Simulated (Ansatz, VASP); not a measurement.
## One calculation of CoSi2, two programs

INCAR

```
PREC = Accurate ; ENCUT = 520
EDIFF = 1E-7 ; ISMEAR = 0
SIGMA = 0.15 ; LREAL = False
LASPH = True ; NELM = 100
ALGO = Normal ; ISIF = 2
LWAVE = False ; LCHARG = False
GGA = PS ; NBANDS = 16
```

The input KPOINTS:

```
regular mesh
0
Gamma
  16 16 16
```

File POSCAR:

```
CoSi2
1.0
    0.0000000000      2.6562539604      2.6562539604
    2.6562539604      0.0000000000      2.6562539604
    2.6562539604      2.6562539604      0.0000000000
Co Si
1 2
Direct
    0.0000000000      0.0000000000     -0.0475730640
    0.2500000000      0.2500000000      0.2999133454
    0.7500000000      0.7500000000      0.7999133454
```

Input for Ansatz:

```yaml
crystal:
  lattice:
    - [0.0, 2.6562539604, 2.6562539604]
    - [2.6562539604, 0.0, 2.6562539604]
    - [2.6562539604, 2.6562539604, 0.0]
  atoms:
    - { symbol: Co, position: [0.0, 0.0, -0.047573064] }
    - { symbol: Si, position: [0.25, 0.25, 0.2999133454] }
    - { symbol: Si, position: [0.75, 0.75, 0.7999133454] }
basis:
  ecutwfc: 420
kpoints:
  mp_grid: { grid: [16, 16, 16] }
hamiltonian:
  xc: pbesol
scf:
  occupations: { method: gaussian, width: 0.15 }
output:
  forces: true
  stress: true
  eigenvalues: true
```

Change from the starting cell: mode 7 (343.1 1/cm) frozen in, largest displacement +0.188 Å.

Alike in both runs: task single point; functional PBEsol; k mesh 16 × 16 × 16; occupations gaussian, width 0.15 eV; no spin polarisation.

|  | VASP | Ansatz |
| --- | --- | --- |
| version | VASP 6.6.1 | Ansatz 0.2.0 |
| potentials or method | VASP PAW PBE potentials, release 64 (Co, Si), cutoff 520 eV | scalar-relativistic, plane waves, PAW |
| valence electrons in the cell | 17 | 25 |

|  | VASP | Ansatz | Ansatz less VASP |
| --- | --- | --- | --- |
| gap on the k mesh at the Fermi level (eV) | none | none | - |
| pressure (GPa) | 12.3 | 11.9 | -0.35 |
| traceless stress, the component that is largest in VASP (GPa) | 12.03 | 11.80 | -0.231 |
| rms of the force components (eV/Å) | 2.391 | 2.348 | -0.0433 |

VASP's potentials were made for PBE, not for PBEsol. Atom by atom the forces differ by 0.044 eV/Å (rms over components). A gap of «none» marks a metal or a gap that the smearing closes. The functional is the same, so the differences come from potentials, cutoffs and numerics. VASP's potentials hold 17 valence electrons a cell and Ansatz's 25, so a difference there can come from the potentials and not from the codes.
